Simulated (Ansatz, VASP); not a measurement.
Ag in VASP and in Ansatz

```xyz
5
Lattice="2.7100 -2.7100 0.0000 2.7100 2.7100 0.0000 0.0000 0.0000 6.7376" Properties=species:S:1:pos:R:3 pbc="T T T"
Ag    1.3550   -1.3550    2.0115
Ag    1.3550    1.3550    4.7261
Ag    1.3550    1.3550    2.0115
Ag    1.3550   -1.3550    4.7261
Ag    0.0000    0.0000    0.0000
```

Alike in both runs: functional PBEsol; k mesh 10 × 10 × 6; occupations gaussian, width 0.1 eV; no spin polarisation.

Ansatz relaxed the structure, and its values are those at the end. VASP's run is a single point on that final structure, the one shown.

```csv
,VASP,Ansatz
version,VASP 6.6.1,Ansatz 0.2.0
potentials or method,"VASP PAW PBE potentials, release 64 (Ag), cutoff 520 eV","scalar-relativistic, plane waves, PAW"
valence electrons in the cell,55,95
```

VASP gave:

```
gap on the k mesh at the Fermi level (eV) : none
pressure (GPa)                            : -0.2
```

Task: What did Ansatz give for the same quantities?

Result: gap on the k mesh at the Fermi level (eV): none; pressure (GPa): 0.0.

VASP's potentials were made for PBE, not for PBEsol. A gap of «none» marks a metal or a gap that the smearing closes. VASP's potentials hold 55 valence electrons a cell and Ansatz's 95, so a difference there can come from the potentials and not from the codes.
